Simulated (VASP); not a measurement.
# KI in VASP: further runs, part 2 of 2

VASP 6.6.1.

**3. Single point, r2SCAN (strain -0.5%)**

POSCAR reads:

```
KI
1.0
    0.0000000000      3.5265635528      3.5265635528
    3.5265635528      0.0000000000      3.5265635528
    3.5265635528      3.5265635528      0.0000000000
K I
1 1
Direct
    0.0000000000      0.0000000000      0.0000000000
    0.5000000000      0.5000000000      0.5000000000
```

INCAR.step1 reads:

```
ALGO = Normal
EDIFF = 1E-4
ENCUT = 520
GGA = PE
ISMEAR = 0
LASPH = True
LCHARG = False
LREAL = False
LWAVE = True
NBANDS = 15
NELM = 60
PREC = Accurate
SIGMA = 0.01
```

INCAR.step2 reads:

```
ALGO = Normal
EDIFF = 1E-6
ENCUT = 520
ISIF = 2
ISMEAR = 0
ISTART = 1
LASPH = True
LCHARG = True
LELF = True
LMIXTAU = True
LREAL = False
LVHAR = True
LWAVE = False
METAGGA = R2SCAN
NBANDS = 15
NELM = 60
PREC = Accurate
SIGMA = 0.01
```

KPOINTS reads:

```
k-points
0
Gamma
  6 6 6
```

Potentials or basis: VASP PAW PBE potentials, release 64 (K_sv, I).

Command:

```bash
$ cat potpaw_PBE.64/K_sv/POTCAR potpaw_PBE.64/I/POTCAR > POTCAR
$ cp INCAR.step1 INCAR
$ mpirun -np 1 vasp_std > vasp.out
$ cp INCAR.step2 INCAR
$ mpirun -np 1 vasp_std > vasp.out
```

OUTCAR:

```text
EDIFF = 1E-6
   ENCUT = 520
   ISIF = 2
   ISMEAR = 0
   ISTART = 1
   LASPH = True
   LREAL = False
   METAGGA = R2SCAN
   NELM = 60
   PREC = Accurate

 ion  position               nearest neighbor table
   1  0.000  0.000  0.000-   2 3.53   2 3.53   2 3.53   2 3.53   2 3.53   2 3.53
   2  0.500  0.500  0.500-   1 3.53   1 3.53   1 3.53   1 3.53   1 3.53   1 3.53

  LATTYP: Found a face centered cubic cell.
 ALAT       =     7.0531271056

  Lattice vectors:

 A1 = (   0.0000000000,   3.5265635528,   3.5265635528)
 A2 = (   3.5265635528,   0.0000000000,   3.5265635528)
 A3 = (   3.5265635528,   3.5265635528,   0.0000000000)

Analysis of symmetry for initial positions (statically):
=====================================================================
 Subroutine PRICEL returns:
 Original cell was already a primitive cell.

 Routine SETGRP: Setting up the symmetry group for a
 face centered cubic supercell.

 Subroutine GETGRP returns: Found 48 space group operations
 (whereof 48 operations were pure point group operations)
 out of a pool of 48 trial point group operations.

The static configuration has the point symmetry O_h .

Analysis of symmetry for dynamics (positions and initial velocities):
=====================================================================
 Subroutine PRICEL returns:
 Original cell was already a primitive cell.

 Routine SETGRP: Setting up the symmetry group for a
 face centered cubic supercell.

 Subroutine GETGRP returns: Found 48 space group operations
 (whereof 48 operations were pure point group operations)
 out of a pool of 48 trial point group operations.

The dynamic configuration has the point symmetry O_h .

 Subroutine INISYM returns: Found 48 space group operations
 (whereof 48 operations are pure point group operations),
 and found     1 'primitive' translations

----------------------------------------------------------------------------------------

[... 112 lines left out ...]
   LEPSILON=     F    determine dielectric tensor
   LRPA    =     F    only Hartree local field effects (RPA)
 non-spin polarized calculation
 Gauss-broadening in eV      SIGMA  =   0.01
  energy-cutoff  :      520.00
  volume of cell :       87.72
 maximum number of plane-waves:      2397
 NGX is ok and might be reduce to    40
   NGX = 19   NGY = 19   NGZ = 19

 number of electron      15.9999999 magnetization

 Free energy of the ion-electron system (eV)
  ---------------------------------------------------
  ext. energy  EPLUGINS =         0.00000000
  ---------------------------------------------------
  free energy    TOTEN  =       -33.98316597 eV

  energy without entropy =      -33.98316597  energy(sigma->0) =      -33.98316597

 E-fermi :  -0.5929     XC(G=0):  -7.5398

 val. band max:       -0.7276169682   @ k =   0.0000   0.0000   0.0000
 cond. band min:       3.8941126397   @ k =   0.0000   0.0000   0.0000
 fundamental gap:      4.6217296079
 Fermi energy:        -0.5929466980

 k-point     1 :       0.0000    0.0000    0.0000
  band No.  band energies     occupation
      1     -30.3772      2.00000
      2     -13.0931      2.00000
      3     -13.0931      2.00000
      4     -13.0931      2.00000
      5     -11.5486      2.00000
      6      -0.7276      2.00000
      7      -0.7276      2.00000
      8      -0.7276      2.00000
      9       3.8941      0.00000
     10       6.3183      0.00000
     11       6.3183      0.00000
     12       6.3183      0.00000
     13       7.1728      0.00000
     14       7.1728      0.00000
[... 257 lines left out ...]
      2     -13.1372      2.00000
      3     -13.1315      2.00000
      4     -13.1181      2.00000
      5     -11.3445      2.00000
      6      -1.6237      2.00000
      7      -1.3050      2.00000
      8      -1.2750      2.00000
      9       5.4031      0.00000
     10       6.4171      0.00000
     11       7.2447      0.00000
     12       8.3973      0.00000
     13       8.5970      0.00000
     14       9.6656      0.00000
     15      10.1254      0.00000

------------------------ aborting loop because EDIFF is reached ----------------------------------------

  FORCE on cell =-STRESS in cart. coord.  units (eV):
  Direction    XX          YY          ZZ          XY          YZ          ZX
  --------------------------------------------------------------------------------------
  -------------------------------------------------------------------------------------
  Total        0.1178833      0.1178833      0.1178833      0.0000000      0.0000000      0.0000000
  in kB        2.1531669      2.1531669      2.1531669      0.0000000      0.0000000      0.0000000
  external PRESSURE =       2.1531669 kB  Pullay stress =       0.0000000 kB

 VOLUME and BASIS-vectors are now :
 -----------------------------------------------------------------------------
  energy-cutoff  :      520.00
  volume of cell :       87.72
      direct lattice vectors                 reciprocal lattice vectors
     0.000000000  3.526563553  3.526563553    -0.141781083  0.141781083  0.141781083
     3.526563553  0.000000000  3.526563553     0.141781083 -0.141781083  0.141781083
     3.526563553  3.526563553  0.000000000     0.141781083  0.141781083 -0.141781083

 POSITION                                       TOTAL-FORCE (eV/Angst)
 -----------------------------------------------------------------------------------
      0.00000      0.00000      0.00000         0.000000     -0.000000     -0.000000
      3.52656      3.52656      3.52656        -0.000000      0.000000      0.000000
 -----------------------------------------------------------------------------------
    total drift:                                0.000000     -0.000000     -0.000000

  FREE ENERGIE OF THE ION-ELECTRON SYSTEM (eV)
  ---------------------------------------------------
  free  energy   TOTEN  =       -33.9831659663 eV

  energy  without entropy=      -33.9831659663  energy(sigma->0) =      -33.98316597
```

OUTCAR.step1:

```text
EDIFF = 1E-4
   ENCUT = 520
   GGA = PE
   ISMEAR = 0
   LASPH = True
[... 498 lines left out ...]
 -----------------------------------------------------------------------------------
      0.00000      0.00000      0.00000         0.000000      0.000000      0.000000
      3.52656      3.52656      3.52656        -0.000000     -0.000000     -0.000000
 -----------------------------------------------------------------------------------
    total drift:                                0.000000     -0.000000     -0.000000

  FREE ENERGIE OF THE ION-ELECTRON SYSTEM (eV)
  ---------------------------------------------------
  free  energy   TOTEN  =        -5.5544789012 eV

  energy  without entropy=       -5.5544789012  energy(sigma->0) =       -5.55447890
```

OSZICAR.step1:

```text
N       E                     dE             d eps       ncg     rms          rms(c)
DAV:   1     0.897184743387E+02    0.89718E+02   -0.65370E+03   480   0.910E+02
DAV:   2     0.250607054129E+00   -0.89468E+02   -0.84140E+02   606   0.214E+02
DAV:   3    -0.529316523175E+01   -0.55438E+01   -0.55209E+01   655   0.468E+01
DAV:   4    -0.563290090706E+01   -0.33974E+00   -0.33955E+00   820   0.960E+00
DAV:   5    -0.563434977403E+01   -0.14489E-02   -0.14488E-02   648   0.725E-01    0.308E+00
DAV:   6    -0.555237401083E+01    0.81976E-01   -0.93029E-02   613   0.177E+00    0.220E+00
DAV:   7    -0.554888569833E+01    0.34883E-02   -0.11583E-01   634   0.171E+00    0.789E-01
DAV:   8    -0.555391734950E+01   -0.50317E-02   -0.12497E-02   551   0.726E-01    0.132E-01
DAV:   9    -0.555431519769E+01   -0.39785E-03   -0.96919E-04   641   0.179E-01    0.724E-02
DAV:  10    -0.555444198954E+01   -0.12679E-03   -0.13369E-04   504   0.676E-02    0.198E-02
DAV:  11    -0.555447890115E+01   -0.36912E-04   -0.52926E-05   415   0.439E-02
   1 F= -.55544789E+01 E0= -.55544789E+01  d E =-.261841E-13
```

Run time: 3.2 min. Hardware: 1 thread of Intel Xeon 8259CL, shared host; peak memory 0.26 GiB.

Results:

- Free energy: -33.9832 eV
- Pressure: 0.2 GPa
- Band gap on the k mesh: 4.62 eV

Caveat: the cell differs from its parent crystal (strain -0.5%); the PAW data sets were made with another functional, which shifts forces and pressure a little; spin-orbit coupling is left out, which moves the levels of the heavy elements.

**4. Single point, r2SCAN**

POSCAR reads:

```
KI
1.0
    0.0000000000      3.5442849777      3.5442849777
    3.5442849777      0.0000000000      3.5442849777
    3.5442849777      3.5442849777      0.0000000000
K I
1 1
Direct
    0.0000000000      0.0000000000      0.0000000000
    0.5000000000      0.5000000000      0.5000000000
```

INCAR.step1 reads:

```
SYSTEM = KI
ALGO     = Normal         ! electronic algorithm
EDIFF    = 1E-4           ! SCF threshold, eV
ENCUT    = 520            ! plane-wave cutoff, eV
GGA      = PE             ! functional
ISMEAR   = 0              ! smearing method
LASPH    = .TRUE.         ! aspherical terms in the spheres
LCHARG   = .FALSE.        ! write CHGCAR
LREAL    = .FALSE.        ! projectors in reciprocal space
LWAVE    = .TRUE.         ! write WAVECAR
NBANDS   = 15             ! bands
NELM     = 60             ! most SCF steps
PREC     = Accurate       ! precision mode
SIGMA    = 0.01           ! smearing width, eV
```

INCAR.step2 reads:

```
SYSTEM = KI
ALGO     = Normal         ! electronic algorithm
EDIFF    = 1E-7           ! SCF threshold, eV
ENCUT    = 520            ! plane-wave cutoff, eV
ISIF     = 2              ! what is computed and relaxed
ISMEAR   = 0              ! smearing method
ISTART   = 1            
LASPH    = .TRUE.         ! aspherical terms in the spheres
LCHARG   = .FALSE.        ! write CHGCAR
LMIXTAU  = .TRUE.       
LREAL    = .FALSE.        ! projectors in reciprocal space
LWAVE    = .FALSE.        ! write WAVECAR
METAGGA  = R2SCAN         ! meta-GGA
NBANDS   = 15             ! bands
NELM     = 60             ! most SCF steps
PREC     = Accurate       ! precision mode
SIGMA    = 0.01           ! smearing width, eV
```

KPOINTS reads:

```
k-points
0
G
  6 6 6
  0 0 0
```

Command:

```bash
$ cat potpaw_PBE.64/K_sv/POTCAR potpaw_PBE.64/I/POTCAR > POTCAR
$ cp INCAR.step1 INCAR
$ mpirun -np 1 vasp_std > vasp.out
$ cp INCAR.step2 INCAR
$ mpirun -np 1 vasp_std > vasp.out
```

It took 4 min on 1 thread of Intel Xeon 8259CL, shared host; peak memory 0.27 GiB.

Results (log left out):

| Property | Result |
| --- | --- |
| Free energy | -33.9843 eV |
| Pressure | 0.0 GPa |
| Band gap on the k mesh | 4.58 eV |

Levels at points of the mesh, in eV from the valence-band top:
```csv
k point,band 5,band 6,band 7,band 8,band 9,band 10,band 11,band 12
"(0.00, 0.00, 0.00)",-10.80,0.00,0.00,0.00,4.58,7.05,7.05,7.05
"(0.50, 0.00, 0.00)",-10.52,-1.30,-0.33,-0.33,6.01,8.31,8.75,8.75
"(0.50, 0.50, 0.00)",-10.65,-1.00,-0.37,-0.37,5.39,6.47,8.83,9.40
```

Caveat: the PAW data sets were made with another functional, which shifts forces and pressure a little; spin-orbit coupling is left out, which moves the levels of the heavy elements.

**5. Single point, PBE (uniaxial x strain +1.5%)**

INCAR reads:

```
SYSTEM = KI
  ALGO = Normal
  EDIFF = 1E-7
  ENCUT = 520
  GGA = PE
  ISIF = 2
  ISMEAR = -1
  LASPH = .TRUE.
  LCHARG = .FALSE.
  LREAL = .FALSE.
  LWAVE = .FALSE.
  NBANDS = 15
  NELM = 80
  PREC = Accurate
  SIGMA = 0.02
```

KPOINTS is that of step 4.

POSCAR reads:

```
KI
1.0
    0.0000000000      3.5442849777      3.5442849777
    3.5974492523      0.0000000000      3.5442849777
    3.5974492523      3.5442849777      0.0000000000
K I
1 1
Direct
    0.0000000000      0.0000000000      0.0000000000
    0.5000000000      0.5000000000      0.5000000000
```

Potentials or basis: VASP PAW PBE potentials, release 64 (K_sv, I).

Command:

```bash
$ cat potpaw_PBE.64/K_sv/POTCAR potpaw_PBE.64/I/POTCAR > POTCAR
$ mpirun -np 1 vasp_std > vasp.out
```

OUTCAR:

```text
SYSTEM = KI
   EDIFF = 1E-7
   ENCUT = 520
   GGA = PE
   ISIF = 2
   ISMEAR = -1
   LASPH = .TRUE.
   LREAL = .FALSE.
   NELM = 80
   PREC = Accurate

 ion  position               nearest neighbor table
   1  0.000  0.000  0.000-   2 3.54   2 3.54   2 3.54   2 3.54   2 3.60   2 3.60
   2  0.500  0.500  0.500-   1 3.54   1 3.54   1 3.54   1 3.54   1 3.60   1 3.60

  LATTYP: Found a body centered tetragonal cell.
 ALAT       =     5.0123758844
 C/A-ratio  =     1.4354267658

  Lattice vectors:

[... 618 lines left out ...]

------------------------ aborting loop because EDIFF is reached ----------------------------------------

  FORCE on cell =-STRESS in cart. coord.  units (eV):
  Direction    XX          YY          ZZ          XY          YZ          ZX
  --------------------------------------------------------------------------------------
  -------------------------------------------------------------------------------------
  Total        0.0443725      0.2358588      0.2358588      0.0000000      0.0000000     -0.0000000
  in kB        0.7865801      4.1810046      4.1810046      0.0000000      0.0000000     -0.0000000
  external PRESSURE =       3.0495298 kB  Pullay stress =       0.0000000 kB

 VOLUME and BASIS-vectors are now :
 -----------------------------------------------------------------------------
  energy-cutoff  :      520.00
  volume of cell :       90.38
      direct lattice vectors                 reciprocal lattice vectors
     0.000000000  3.544284978  3.544284978    -0.138987367  0.141072178  0.141072178
     3.597449252  0.000000000  3.544284978     0.138987367 -0.141072178  0.141072178
     3.597449252  3.544284978  0.000000000     0.138987367  0.141072178 -0.141072178

 POSITION                                       TOTAL-FORCE (eV/Angst)
 -----------------------------------------------------------------------------------
      0.00000      0.00000      0.00000         0.000000      0.000000     -0.000000
      3.59745      3.54428      3.54428         0.000000     -0.000000      0.000000
 -----------------------------------------------------------------------------------
    total drift:                                0.000000     -0.000000     -0.000000

  FREE ENERGIE OF THE ION-ELECTRON SYSTEM (eV)
  ---------------------------------------------------
  free  energy   TOTEN  =        -5.5618194529 eV

  energy  without entropy=       -5.5618194529  energy(sigma->0) =       -5.56181945
```

OSZICAR:

```text
N       E                     dE             d eps       ncg     rms          rms(c)
DAV:   1     0.881235875831E+02    0.88124E+02   -0.65101E+03   900   0.902E+02
DAV:   2    -0.577615051438E-01   -0.88181E+02   -0.82229E+02  1131   0.212E+02
DAV:   3    -0.533729495976E+01   -0.52795E+01   -0.52570E+01  1262   0.449E+01
DAV:   4    -0.564519714495E+01   -0.30790E+00   -0.30782E+00  1466   0.939E+00
DAV:   5    -0.564703145500E+01   -0.18343E-02   -0.18343E-02  1274   0.809E-01    0.292E+00
DAV:   6    -0.556032322430E+01    0.86708E-01   -0.97955E-02  1187   0.177E+00    0.209E+00
DAV:   7    -0.555559470361E+01    0.47285E-02   -0.11427E-01  1222   0.167E+00    0.785E-01
DAV:   8    -0.556114846440E+01   -0.55538E-02   -0.12163E-02   971   0.702E-01    0.129E-01
DAV:   9    -0.556165883302E+01   -0.51037E-03   -0.10287E-03  1257   0.183E-01    0.797E-02
DAV:  10    -0.556176793367E+01   -0.10910E-03   -0.11811E-04  1113   0.583E-02    0.219E-02
DAV:  11    -0.556181920211E+01   -0.51268E-04   -0.64803E-05   998   0.472E-02    0.183E-02
DAV:  12    -0.556181911328E+01    0.88830E-07   -0.27110E-06  1250   0.127E-02    0.108E-02
DAV:  13    -0.556181930582E+01   -0.19254E-06   -0.66881E-07  1082   0.432E-03    0.315E-03
DAV:  14    -0.556181951537E+01   -0.20955E-06   -0.28844E-07  1215   0.264E-03    0.166E-03
DAV:  15    -0.556181945290E+01    0.62468E-07   -0.13869E-08   863   0.836E-04
   1 F= -.55618195E+01 E0= -.55618195E+01  d E =-.205690E-10
```

stdout:

```text
POSCAR found type information on POSCAR K I
 POSCAR found :  2 types and       2 ions
 scaLAPACK will be used
 LDA part: xc-table for (Slater+PW92), standard interpolation
 POSCAR, INCAR and KPOINTS ok, starting setup
 FFT: planning ... GRIDC
 FFT: planning ... GRID_SOFT
 FFT: planning ... GRID
 WAVECAR not read
 entering main loop
```

It took 91 s on 1 thread of Intel Xeon 8259CL, shared host; peak memory 0.25 GiB.

What came out:

```yaml
Free_energy: -5.5618 eV
Pressure: 0.3 GPa
Band_gap_on_the_k_mesh: 3.91 eV
```

Stress tensor (GPa, compression positive):
```
0.08 0.00 0.00
0.00 0.42 0.00
0.00 0.00 0.42
```

Caveat: the cell differs from its parent crystal (uniaxial x strain +1.5%); spin-orbit coupling is left out, which moves the levels of the heavy elements.

**6. The runs side by side**

```tsv
level	cell	smearing	gap on the mesh (eV)	pressure (GPa)
PBE	a = 5.012 Å, angles 60.0°, 2 atoms	fermi-dirac 0.02 eV	3.94	0.5
r2SCAN	a = 4.987 Å, angles 60.0°, 2 atoms	gaussian 0.01 eV	4.62	0.2
r2SCAN	a = 5.012 Å, angles 60.0°, 2 atoms	gaussian 0.01 eV	4.58	0.0
PBE	a = 5.012, b = 5.050, c = 5.050 Å, angles 59.5, 60.2, 60.2°, 2 atoms	fermi-dirac 0.02 eV	3.91	0.3
```

Alike in all rows: task single point; potentials or basis VASP PAW PBE potentials, release 64 (K_sv, I); no spin polarisation; k mesh 6 × 6 × 6; cutoff (eV) 520.

Caveats: spin-orbit coupling is left out, which moves the levels of the heavy elements; the PAW data sets were made with another functional, which shifts forces and pressure a little (at least some runs).

Total energies depend on the potentials used, so only differences within one code and one set of settings carry meaning.
